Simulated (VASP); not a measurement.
Wanted: the native input for a VASP 6.6.1 run.

- Task: single point
- Functional: PBEsol
- Potentials or basis: VASP PAW PBE potentials, release 64 (Ag)
- Cutoff: 520 eV
- k mesh: 15 × 15 × 14
- Occupations: gaussian, width 0.1 eV
- Spin: no spin polarisation
- Dipole correction: no
- Further INCAR settings: ALGO = Fast; EDIFF = 1e-07; NBANDS = 12; ISYM = 0

The structure of Ag lies in POSCAR:

```
Ag
1.0
    2.7704522650     -0.0000202176      0.0139295221
   -1.3852436415      2.3993123679      0.0000000000
    1.3974827070      0.8068370171      2.4160755912
Ag
1
Direct
    0.0000000000      0.0000000000      0.0000000000
```

These files were run (other wordings do the same):

INCAR

```
PREC = Accurate ; ENCUT = 520
EDIFF = 1E-7 ; ISMEAR = 0
SIGMA = 0.1 ; LREAL = False
LASPH = True ; NELM = 60
ALGO = Fast ; ISIF = 2
LWAVE = False ; LCHARG = False
GGA = PS ; ISYM = 0
NBANDS = 12
```

KPOINTS

```
regular mesh
0
Gamma
  15 15 14
```

Potentials or basis: VASP PAW PBE potentials, release 64 (Ag).

Launch:

```bash
$ cat potpaw_PBE.64/Ag/POTCAR > POTCAR
$ mpirun -np 1 vasp_std > vasp.out
```

Results of the run:

```
Pressure               : 5.7 GPa
Band gap on the k mesh : zero (an odd number of electrons rules out a gap without spin polarisation)
```

Caveat: the stress differs along the axes, from -0 to 9 GPa; the PAW data sets were made with another functional, which shifts forces and pressure a little.

It took 4.6 min on 1 thread of Intel Xeon 8259CL (shared host), peak memory 0.4 GiB.
